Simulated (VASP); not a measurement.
## Eu: single point with PBE

Eu:

```
Eu
1.0
     3.56504    0.00000    0.00000
    -1.78252    3.08741    0.00000
     0.00000    0.00000    5.74017
Eu
2
Cartesian
  0.0000 2.0583 1.4350
  1.7825 1.0291 4.3051
```

This isn't the form of Eu at room conditions, which is bcc.

- Program: VASP 6.6.1
- Task: single point
- Functional: PBE
- Potentials or basis: VASP PAW PBE potentials, release 64 (Eu)
- Cutoff: 520 eV
- k mesh: 12 × 12 × 7
- Occupations: fermi-dirac, width 0.1 eV
- Spin: collinear spin, ferromagnetic start
- Starting moments: [7.0, 7.0] μB

| Item | Value |
| --- | --- |
| Pressure | 6.1 GPa |
| Net moment | 14.68 μB per cell |
| Site moments | Eu +6.68 μB |
| Valence electrons inside the program's atomic spheres | Eu 14.81 |

Stress tensor (GPa, compression positive):
```
6.03 0.00 0.00
0.00 6.03 0.00
0.00 0.00 6.18
```

Levels at points of the mesh, in eV from the Fermi level:
Spin up:
| k point | band 21 | band 22 | band 23 | band 24 | band 25 | band 26 | band 27 | band 28 |
| --- | --- | --- | --- | --- | --- | --- | --- | --- |
| (0.00, 0.00, 0.00) | -0.45 | -0.45 | -0.38 | -0.37 | 1.81 | 1.96 | 1.96 | 2.07 |
| (0.50, 0.00, 0.00) | -0.42 | -0.40 | -0.40 | -0.38 | -0.33 | 0.72 | 1.67 | 1.78 |
Spin down:
```tsv
k point	band 6	band 7	band 8	band 9	band 10	band 11	band 12	band 13	band 14	band 15
(0.00, 0.00, 0.00)	-17.35	-17.35	-17.33	-3.62	-1.03	2.69	2.97	2.97	2.98	3.60
(0.50, 0.00, 0.00)	-17.80	-17.65	-17.50	-0.56	-0.49	-0.18	1.84	2.75	2.79	3.53
```

Wall time 13 min on 1 thread of Intel Xeon 8259CL (shared host), peak memory 0.37 GiB.

Caveat: the cell stands under pressure; spin-orbit coupling is left out, which moves the levels of the heavy elements; semilocal functionals describe open f shells poorly, which spoils levels, moments and volumes. The state reached can hang on the start; a lower one may exist.
